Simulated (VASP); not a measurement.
CuI, 2 atoms in the cell. The structure is cubic, space group Fm-3m (No. 225). Conventional cell: a = 5.712 Å, b = 5.712 Å, c = 5.712 Å, α = 90.00°, β = 90.00°, γ = 90.00°. Within 3.8 Å of Cu (site symmetry m-3m) lie 6 I at 2.86 Å. I (site symmetry m-3m) has 6 Cu at 2.86 Å within 3.8 Å. 

```yaml
Program: VASP 6.6.1
Task: single point
Functional: r2SCAN
Potentials_or_basis: VASP PAW PBE potentials, release 64 (Cu, I)
Cutoff: 520 eV
k_mesh: 8 × 8 × 8
Occupations: fermi-dirac, width 0.02 eV
Spin: no spin polarisation
Dipole_correction: no
Further_INCAR_settings: ALGO = Normal; EDIFF = 1e-07; NBANDS = 16
```

Potentials or basis: VASP PAW PBE potentials, release 64 (Cu, I).

The run is started by

```bash
$ cat potpaw_PBE.64/Cu/POTCAR potpaw_PBE.64/I/POTCAR > POTCAR
$ cp INCAR.step1 INCAR
$ mpirun -np 1 vasp_std > vasp.out
$ cp INCAR.step2 INCAR
$ mpirun -np 1 vasp_std > vasp.out
```

Hardware: 1 thread of Intel(R) Xeon(R) Platinum 8259CL CPU @ 2.50GHz (Skylake/Cascade Lake) (shared host).

Problem. How long does it take, and how much memory?

Solution. Run time: 93 s on 1 thread of Intel(R) Xeon(R) Platinum 8259CL CPU @ 2.50GHz (Skylake/Cascade Lake), with other jobs on the host, peak memory 0.18 GiB. Counts: k points 29.
